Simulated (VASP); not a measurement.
# TaN (P-6m2) in VASP: notebook, part 2 of 2

VASP 6.6.1. Earlier steps stand in the parts before.

**4. Single point, PBE (equal xx and yy strain of +3 %)**

Input file INCAR:

```
SYSTEM = TaN
PREC = Accurate
ENCUT = 520
EDIFF = 1E-6
ISMEAR = -1
SIGMA = 0.02
LREAL = .False.
LASPH = .True.
NELM = 80
ALGO = Normal
ISIF = 2
LWAVE = .False.
LCHARG = .False.
GGA = PE
NBANDS = 15
```

Input file KPOINTS:

```
Automatic mesh
0
Gamma
  12 12 10
  0 0 0
```

Input file POSCAR:

```
TaN
1.0
    3.0261388241      0.0000000000      0.0000000000
   -1.5130694121      2.6207130971      0.0000000000
    0.0000000000      0.0000000000      2.8830000000
Ta N
1 1
Direct
    0.3333333333      0.6666666667      0.5000000000
    0.0000000000      0.0000000000      0.0000000000
```

Potentials or basis: VASP PAW PBE potentials, release 64 (Ta_pv, N).

Command:

```
cat potpaw_PBE.64/Ta_pv/POTCAR potpaw_PBE.64/N/POTCAR > POTCAR
mpirun -np 1 vasp_std > vasp.out
```

OUTCAR:

```text
SYSTEM = TaN
   PREC = Accurate
   ENCUT = 520
   EDIFF = 1E-6
   ISMEAR = -1
   LREAL = .False.
   LASPH = .True.
   NELM = 80
   ISIF = 2
   GGA = PE

 ion  position               nearest neighbor table
   1  0.333  0.667  0.500-   2 2.27   2 2.27   2 2.27   2 2.27   2 2.27   2 2.27
   2  0.000  0.000  0.000-   1 2.27   1 2.27   1 2.27   1 2.27   1 2.27   1 2.27

  LATTYP: Found a hexagonal cell.
 ALAT       =     3.0261388241
 C/A-ratio  =     0.9526991878

  Lattice vectors:

[... 618 lines left out ...]

------------------------ aborting loop because EDIFF is reached ----------------------------------------

  FORCE on cell =-STRESS in cart. coord.  units (eV):
  Direction    XX          YY          ZZ          XY          YZ          ZX
  --------------------------------------------------------------------------------------
  -------------------------------------------------------------------------------------
  Total       -2.5626132     -2.5626132     -0.2777517      0.0000000      0.0000000      0.0000000
  in kB     -179.5728519   -179.5728519    -19.4632073      0.0000000      0.0000000      0.0000000
  external PRESSURE =    -126.2029704 kB  Pullay stress =       0.0000000 kB

 VOLUME and BASIS-vectors are now :
 -----------------------------------------------------------------------------
  energy-cutoff  :      520.00
  volume of cell :       22.86
      direct lattice vectors                 reciprocal lattice vectors
     3.026138824  0.000000000  0.000000000     0.330454106  0.190787767  0.000000000
    -1.513069412  2.620713097  0.000000000     0.000000000  0.381575534  0.000000000
     0.000000000  0.000000000  2.883000000     0.000000000  0.000000000  0.346860909

 POSITION                                       TOTAL-FORCE (eV/Angst)
 -----------------------------------------------------------------------------------
     -0.00000      1.74714      1.44150        -0.000000      0.000000      0.000000
      0.00000      0.00000      0.00000         0.000000     -0.000000      0.000000
 -----------------------------------------------------------------------------------
    total drift:                                0.000000     -0.000000     -0.000000

  FREE ENERGIE OF THE ION-ELECTRON SYSTEM (eV)
  ---------------------------------------------------
  free  energy   TOTEN  =       -22.3832550262 eV

  energy  without entropy=      -22.3831801566  energy(sigma->0) =      -22.38321759
```

OSZICAR:

```text
N       E                     dE             d eps       ncg     rms          rms(c)
DAV:   1     0.910732995097E+02    0.91073E+02   -0.87769E+03  3420   0.112E+03
DAV:   2    -0.221039077900E+02   -0.11318E+03   -0.10672E+03  4162   0.302E+02
DAV:   3    -0.249684747035E+02   -0.28646E+01   -0.28517E+01  3917   0.450E+01
DAV:   4    -0.249806521953E+02   -0.12177E-01   -0.12175E-01  4372   0.322E+00
DAV:   5    -0.249807359262E+02   -0.83731E-04   -0.83729E-04  4015   0.246E-01    0.210E+01
DAV:   6    -0.225073162279E+02    0.24734E+01   -0.41442E+00  4330   0.237E+01    0.868E+00
DAV:   7    -0.224133670335E+02    0.93949E-01   -0.51480E-01  4092   0.627E+00    0.627E+00
DAV:   8    -0.223914715091E+02    0.21896E-01   -0.19624E-01  4113   0.375E+00    0.157E+00
DAV:   9    -0.223832522855E+02    0.82192E-02   -0.19476E-02  3840   0.114E+00    0.213E-01
DAV:  10    -0.223833005323E+02   -0.48247E-04   -0.11147E-03  4358   0.366E-01    0.967E-02
DAV:  11    -0.223832553393E+02    0.45193E-04   -0.56349E-05  3861   0.793E-02    0.156E-02
DAV:  12    -0.223832550262E+02    0.31307E-06   -0.71269E-06  4099   0.237E-02
   1 F= -.22383255E+02 E0= -.22383218E+02  d E =-.748696E-04
```

It took 14 s on 1 thread of Intel Xeon Platinum 8559C (Emerald Rapids), shared host; peak memory 0.17 GiB.

Results:

* Free energy: -22.3833 eV
* Pressure: -12.6 GPa
* Band gap on the k mesh: zero (band 8 reaches 8.01 eV, above the bottom of band 9 at 7.61 eV)

Caveat: the cell differs from its parent crystal (equal xx and yy strain of +3 %); spin-orbit coupling is left out, which moves the levels of the heavy elements.

**5. Single point, PBE (volume scaled by 0.94)**

Input file INCAR:

```
PREC     = Accurate       # precision mode
ENCUT    = 520            # plane-wave cutoff, eV
EDIFF    = 1E-6           # SCF threshold, eV
ISMEAR   = -1             # smearing method
SIGMA    = 0.02           # smearing width, eV
LREAL    = F              # projectors in reciprocal space
LASPH    = T              # aspherical terms in the spheres
NELM     = 60             # most SCF steps
ALGO     = Normal         # electronic algorithm
ISIF     = 2              # what is computed and relaxed
LWAVE    = F              # write WAVECAR
LCHARG   = F              # write CHGCAR
GGA      = PE             # functional
NBANDS   = 15             # bands
```

Input file KPOINTS:

```
regular mesh
0
Gamma
  12 12 10
```

Input file POSCAR:

```
TaN
1.0
    2.8780228691      0.0000000000      0.0000000000
   -1.4390114346      2.4924409174      0.0000000000
    0.0000000000      0.0000000000      2.8241467514
Ta N
1 1
Direct
    0.3333333333      0.6666666667      0.5000000000
    0.0000000000      0.0000000000      0.0000000000
```

Command:

```
cat potpaw_PBE.64/Ta_pv/POTCAR potpaw_PBE.64/N/POTCAR > POTCAR
mpirun -np 1 vasp_std > vasp.out
```

Run time: 20 s. Hardware: 1 thread of Intel Xeon Platinum 8259CL at 2.50GHz (Skylake/Cascade Lake), shared host; peak memory 0.16 GiB.

The run converged. Its results:

| Quantity | Value |
| --- | --- |
| Free energy | -22.2982 eV |
| Pressure | 31.0 GPa |
| Band gap on the k mesh | zero (band 8 reaches 9.36 eV, above the bottom of band 9 at 8.81 eV) |

Stress tensor (GPa, compression positive):
```
29.58  0.00  0.00
 0.00 29.58  0.00
 0.00  0.00 33.82
```

Levels at points of the mesh, in eV from the Fermi level:
| k point | band 6 | band 7 | band 8 | band 9 | band 10 | band 11 |
| --- | --- | --- | --- | --- | --- | --- |
| (0.00, 0.00, 0.00) | -4.96 | -4.61 | -3.11 | 2.57 | 3.77 | 3.77 |
| (0.50, 0.00, 0.00) | -5.62 | -3.85 | -3.41 | 3.16 | 4.29 | 5.48 |
| (0.00, 0.00, 0.50) | -4.09 | -4.09 | -0.21 | -0.21 | 2.48 | 3.41 |
| (0.50, 0.00, 0.50) | -6.54 | -6.16 | -0.33 | 4.50 | 5.74 | 6.51 |

Caveat: spin-orbit coupling is left out, which moves the levels of the heavy elements.

**6. Single point, PBE (volume scaled by 0.9405)**

Input file INCAR:

```
PREC = Accurate ; ENCUT = 520
EDIFF = 1E-6 ; ISMEAR = -1
SIGMA = 0.02 ; LREAL = F
LASPH = T ; NELM = 80
ALGO = Normal ; ISIF = 2
LWAVE = F ; LCHARG = F
GGA = PE ; NBANDS = 15
```

KPOINTS is that of step 5.

Input file POSCAR:

```
TaN
1.0
    2.8785330664      0.0000000000      0.0000000000
   -1.4392665332      2.4928827612      0.0000000000
    0.0000000000      0.0000000000      2.8246473979
Ta N
1 1
Direct
    0.3333333333      0.6666666667      0.5000000000
    0.0000000000      0.0000000000      0.0000000000
```

Potentials or basis: VASP PAW PBE potentials, release 64 (Ta_pv, N).

Command:

```
cat potpaw_PBE.64/Ta_pv/POTCAR potpaw_PBE.64/N/POTCAR > POTCAR
mpirun -np 1 vasp_std > vasp.out
```

Wall time 20 s (1 thread of Intel Xeon Platinum 8259CL at 2.50GHz (Skylake/Cascade Lake), shared host); peak memory 0.16 GiB.

Results (log left out):

```yaml
Free_energy: -22.3003 eV
Pressure: 30.7 GPa
Band_gap_on_the_k_mesh: zero (band 8 reaches 9.35 eV, above the bottom of band 9 at 8.81 eV)
```

Stress tensor (GPa, compression positive):
```
29.34  0.00  0.00
 0.00 29.34  0.00
 0.00  0.00 33.55
```

Levels at points of the mesh, in eV from the Fermi level:
```tsv
k point	band 5	band 6	band 7	band 8	band 9	band 10	band 11	band 12
(0.00, 0.00, 0.00)	-4.95	-4.95	-4.61	-3.11	2.57	3.77	3.77	4.26
(0.50, 0.00, 0.00)	-8.74	-5.61	-3.85	-3.41	3.16	4.28	5.48	5.66
(0.00, 0.00, 0.50)	-9.84	-4.09	-4.09	-0.21	-0.21	2.48	3.41	3.41
(0.50, 0.00, 0.50)	-7.79	-6.54	-6.15	-0.34	4.50	5.74	6.50	7.57
```

Caveat: spin-orbit coupling is left out, which moves the levels of the heavy elements.

**7. Summary**

```csv
cell,gap on the mesh (eV),pressure (GPa)
"a = 2.879, b = 2.879, c = 2.883 Å, angles 90.0, 90.0, 120.0°, 2 atoms",none,20.8
"a = 2.967, b = 2.967, c = 2.883 Å, angles 90.0, 90.0, 120.0°, 2 atoms",none,-1.2
"a = 3.026, b = 3.026, c = 2.883 Å, angles 90.0, 90.0, 120.0°, 2 atoms",none,-12.6
"a = 2.878, b = 2.878, c = 2.824 Å, angles 90.0, 90.0, 120.0°, 2 atoms",none,31.0
"a = 2.879, b = 2.879, c = 2.825 Å, angles 90.0, 90.0, 120.0°, 2 atoms",none,30.7
```

Alike in all rows: task single point; level PBE; potentials or basis VASP PAW PBE potentials, release 64 (Ta_pv, N); no spin polarisation; k mesh 12 × 12 × 10; cutoff (eV) 520; smearing fermi-dirac 0.02 eV.

Caveats: spin-orbit coupling is left out, which moves the levels of the heavy elements.

Absolute energies hang on the potentials; compare differences alone.
